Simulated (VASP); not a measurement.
As: single point with PBE

Crystal: As.

```
As
1.0
     3.64424    0.00000    0.00000
    -1.82212    3.15600    0.00000
     0.00000    0.00000    2.17198
As
3
Direct
  0.00000 0.00000 0.00000
  0.33333 0.66667 0.50000
  0.66667 0.33333 0.50000
```

- Program: VASP 6.6.1
- Task: single point
- Functional: PBE
- Potentials or basis: VASP PAW PBE potentials, release 64 (As)
- Cutoff: 520 eV
- k mesh: 10 × 10 × 14
- Occupations: fermi-dirac, width 0.1 eV
- Spin: no spin polarisation

```
Pressure : 429.0 GPa
```

Levels at points of the mesh, in eV from the Fermi level:
| k point | band 5 | band 6 | band 7 | band 8 | band 9 | band 10 | band 11 | band 12 |
| --- | --- | --- | --- | --- | --- | --- | --- | --- |
| (0.00, 0.00, 0.00) | -11.08 | -10.62 | -10.59 | 3.56 | 8.38 | 16.15 | 16.15 | 17.56 |
| (0.50, 0.00, 0.00) | 0.17 | 0.41 | 0.46 | 0.59 | 5.37 | 7.75 | 7.80 | 9.24 |
| (0.00, 0.00, 0.50) | -5.47 | -4.38 | -3.16 | -3.16 | -2.19 | -2.19 | -1.79 | 0.14 |
| (0.50, 0.00, 0.50) | -8.25 | -6.97 | -6.60 | -5.30 | 5.92 | 6.01 | 6.80 | 8.23 |

It took 29 s on 1 thread of AMD EPYC 7R43 64-Core Processor (Zen 3), with other jobs on the host, peak memory 0.12 GiB.
